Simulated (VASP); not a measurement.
# CaNb2O5: single point with PBE

Crystal: CaNb2O5.

```
Ca Nb O
1.0
     7.35836    0.00000    0.00000
    -3.67918    6.37252    0.00000
     0.00000    0.00000    4.42815
Ca Nb O
1 2 5
Direct
  0.00000 0.00000 0.00000
  0.33333 0.66667 0.50000
  0.66667 0.33333 0.50000
  0.33333 0.66667 0.92096
  0.00000 0.50000 0.49471
  0.50000 0.50000 0.49471
  0.50000 0.00000 0.49471
  0.66667 0.33333 0.92096
```

```
Program             : VASP 6.6.1
Task                : single point
Functional          : PBE
Potentials or basis : VASP PAW PBE potentials, release 64 (Ca_sv, Nb_sv, O)
Cutoff              : 520 eV
k mesh              : 3 × 3 × 4
Occupations         : gaussian, width 0.1 eV
Spin                : no spin polarisation
```

| Property | Result |
| --- | --- |
| Pressure | -16.3 GPa |
| Largest force | 2.810 eV/Å |
| Band gap on the k mesh | zero (band 33 reaches 2.94 eV, above the bottom of band 34 at 1.88 eV) |

Forces on the atoms (eV/Å):
```
Ca   0.000  0.000 -0.052
Nb   0.000  0.000  2.810
Nb   0.000  0.000  2.810
O    0.000  0.000 -1.405
O    0.000  0.000 -0.920
O    0.000  0.000 -0.920
O    0.000  0.000 -0.920
O    0.000  0.000 -1.405
```

Stress tensor (GPa, compression positive):
```
-16.82   0.00   0.00
  0.00 -16.82   0.00
  0.00   0.00 -15.27
```

Levels at points of the mesh, in eV from the Fermi level:
| k point | band 31 | band 32 | band 33 | band 34 | band 35 | band 36 | band 37 | band 38 |
| --- | --- | --- | --- | --- | --- | --- | --- | --- |
| (0.00, 0.00, 0.00) | -2.94 | -2.94 | -1.19 | -0.07 | -0.07 | 0.02 | 0.02 | 1.08 |
| (0.00, 0.00, 0.50) | -2.27 | -2.27 | -0.02 | -0.02 | 0.71 | 1.10 | 1.18 | 1.18 |

It took 94 s on 1 thread of Intel(R) Xeon(R) 6975P-C (Granite Rapids), on a shared host, peak memory 0.36 GiB.

Caveat: forces of over 1 eV/Å act on the atoms, so gaps and moduli don't describe the material at rest.
